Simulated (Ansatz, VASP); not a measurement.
One calculation of HPt6, two programs

```
Pt H
1.0
     5.61458    0.00000    0.00000
    -2.80729    4.86237    0.00000
     0.00000    0.00000   22.61974
Pt H
12 2
Direct
  0.33333 0.16667 0.17684
  0.33333 0.66667 0.17684
  0.83333 0.16667 0.17684
  0.83333 0.66667 0.17684
  0.16667 0.33333 0.27896
  0.16667 0.83333 0.27896
  0.66667 0.33333 0.27896
  0.66667 0.83333 0.27896
  0.00000 0.00000 0.38107
  0.00000 0.50000 0.38107
  0.50000 0.00000 0.38107
  0.50000 0.50000 0.38107
  0.20275 0.40550 0.54022
  0.29725 0.59450 0.54022
```

Alike in both runs: task single point; functional PBE; k mesh 6 × 6 × 1; occupations gaussian, width 0.1 eV; no spin polarisation.

```csv
,VASP,Ansatz
version,VASP 6.6.1,Ansatz 0.2.0
potentials or method,"VASP PAW PBE potentials, release 64 (Pt, H), cutoff 520 eV","scalar-relativistic, plane waves, PAW"
valence electrons in the cell,122,218
```

|  | VASP | Ansatz | Ansatz less VASP |
| --- | --- | --- | --- |
| gap on the k mesh at the Fermi level (eV) | none | none | - |
| rms of the force components (eV/Å) | 0.767 | 0.767 | +0.0001 |

Atom by atom the forces differ by 0.010 eV/Å (rms over components). A gap of «none» marks a metal or a gap that the smearing closes. The functional is the same, so the differences come from potentials, cutoffs and numerics. VASP's potentials hold 122 valence electrons a cell and Ansatz's 218, so a difference there can come from the potentials and not from the codes.

Neither program's run includes spin-orbit coupling.
